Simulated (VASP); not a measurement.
BN: single point with PBEsol

Crystal: BN.

```
B N
1.0
     2.34962    0.00000    0.00000
    -1.17481    2.03483    0.00000
     0.00000    0.00000    4.39593
B N
2 2
Cartesian
  1.1748 0.6783 4.3947
  0.0000 1.3566 2.1968
  1.1748 0.6783 2.7487
  0.0000 1.3566 0.5507
```

This cell differs from its parent crystal: strain -0.080 along x and y, +0.040 along z.

| Item | Value |
| --- | --- |
| Program | VASP 6.6.1 |
| Task | single point |
| Functional | PBEsol |
| Potentials or basis | VASP PAW PBE potentials, release 64 (B, N) |
| Cutoff | 520 eV |
| k mesh | 12 × 12 × 6 |
| Occupations | gaussian, width 0.05 eV |
| Spin | no spin polarisation |

```yaml
Pressure: 62.2 GPa
Largest_force: 0.424 eV/Å
Band_gap_on_the_k_mesh: 4.13 eV, indirect (least direct gap 4.84 eV)
```

Forces in eV/Å, atoms in the order of the input:
```
B    0.000  0.000 -0.424
B    0.000  0.000 -0.424
N    0.000  0.000  0.424
N    0.000  0.000  0.424
```

Stress tensor (GPa, compression positive):
```
111.72   0.00   0.00
  0.00 111.72   0.00
  0.00   0.00 -36.74
```

Levels at points of the mesh, in eV from the valence-band top:
```
           k point  band 5  band 6  band 7  band 8  band 9  band 10  band 11  band 12
(0.00, 0.00, 0.00)   -1.52   -1.39    0.00    0.00    4.84     9.93     9.93    12.80
(0.50, 0.00, 0.00)   -7.56   -5.07   -5.06   -2.93    6.87     7.94    10.74    11.89
(0.00, 0.00, 0.50)   -0.82   -0.82   -0.82   -0.82   10.65    10.65    11.23    11.23
(0.50, 0.00, 0.50)   -4.77   -4.77   -4.12   -4.12    5.75     5.75    10.49    10.49
```

Run time: 23 s on 1 thread of AMD EPYC 7R43 64-Core Processor (Zen 3), on a shared host, peak memory 0.1 GiB.

Caveat: the cell differs from its parent crystal (strain -0.080 along x and y, +0.040 along z); the PAW data sets were made with another functional, which shifts forces and pressure a little. A k mesh can miss the band edges.
